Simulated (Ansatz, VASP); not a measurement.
**Two plane-wave programs on MoPbS3**

```
Mo Pb S
1.0
     5.20084    0.00000    0.00000
    -2.60042    4.50406    0.00000
     0.00000    0.00000    4.80881
Mo Pb S
1 1 3
Direct
  0.00000 0.00000 0.50000
  0.33333 0.66667 0.00000
  0.66667 0.33333 0.28496
  0.66667 0.33333 0.71504
  0.00000 0.00000 0.00000
```

Change from the starting cell: species swapped into the GaFe3As type (P-6m2, No. 187).

Alike in both runs: functional PBE; k mesh 6 × 6 × 4; occupations gaussian, width 0.1 eV; collinear spin.

Ansatz relaxed the structure, and its values are those at the end. VASP's run is a single point on that final structure, the one shown.

|  | VASP | Ansatz |
| --- | --- | --- |
| version | VASP 6.6.1 | Ansatz 0.2.0 |
| potentials or method | VASP PAW PBE potentials, release 64 (Mo_sv, Pb_d, S), cutoff 520 eV | scalar-relativistic, plane waves, PAW |
| valence electrons in the cell | 46 | 46 |

Ansatz gave:

* gap on the k mesh at the Fermi level (eV): none
* pressure (GPa): 0.1
* rms of the force components (eV/Å): 0.002
* net moment per atom (μB): 0.66
* size of the moment on the site where the two differ most (μB): 2.13

Estimate VASP's values.

gap on the k mesh at the Fermi level (eV): none; pressure (GPa): -0.1; rms of the force components (eV/Å): 0.053; net moment per atom (μB): 0.66; size of the moment on the site where the two differ most (μB): 2.71.

Site moments also hang on the region over which each program counts them. A gap of «none» marks a metal or a gap that the smearing closes.

Spin-orbit coupling is off throughout.
